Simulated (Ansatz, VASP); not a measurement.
BP in VASP and in Ansatz

The input INCAR:

```
PREC = Accurate ; ENCUT = 500
EDIFF = 1E-6 ; ISMEAR = 0
SIGMA = 0.1 ; LREAL = F
LASPH = T ; NELM = 120
ALGO = Normal ; ISIF = 2
LWAVE = F ; LCHARG = F
GGA = PE ; NBANDS = 11
GGA_COMPAT = F
```

Contents of KPOINTS:

```
regular mesh
0
Gamma
  6 6 6
```

POSCAR

```
BP
1.0
    0.0000000000      2.2690000000      2.2690000000
    2.2690000000      0.0000000000      2.2690000000
    2.2690000000      2.2690000000      0.0000000000
B P
1 1
Direct
    0.0000000000      0.0000000000      0.0000000000
    0.7500000000      0.7500000000      0.7500000000
```

Input for Ansatz:

```yaml
crystal:
  lattice:
    - [0.0, 2.269, 2.269]
    - [2.269, 0.0, 2.269]
    - [2.269, 2.269, 0.0]
  atoms:
    - { symbol: B, position: [0.0, 0.0, 0.0] }
    - { symbol: P, position: [0.75, 0.75, 0.75] }
basis:
  ecutwfc: 520.0
kpoints:
  mp_grid: { grid: [6, 6, 6] }
hamiltonian:
  xc: pbe
scf:
  occupations: { method: gaussian, width: 0.1 }
output:
  forces: true
  stress: true
  eigenvalues: true
```

Alike in both runs: task single point; functional PBE; k mesh 6 × 6 × 6; occupations gaussian, width 0.1 eV; no spin polarisation.

```csv
,VASP,Ansatz
version,VASP 6.6.1,Ansatz 0.2.0
potentials or method,"VASP PAW PBE potentials, release 64 (B, P), cutoff 500 eV","scalar-relativistic, plane waves, PAW"
valence electrons in the cell,8,8
```

|  | VASP | Ansatz | Ansatz less VASP |
| --- | --- | --- | --- |
| gap on the k mesh at the Fermi level (eV) | 1.33 | 1.33 | +0.004 |
| least direct gap on the mesh (eV) | 3.40 | 3.40 | +0.003 |
| pressure (GPa) | 1.0 | 1.3 | +0.21 |

The functional is the same, so the differences come from potentials, cutoffs and numerics.
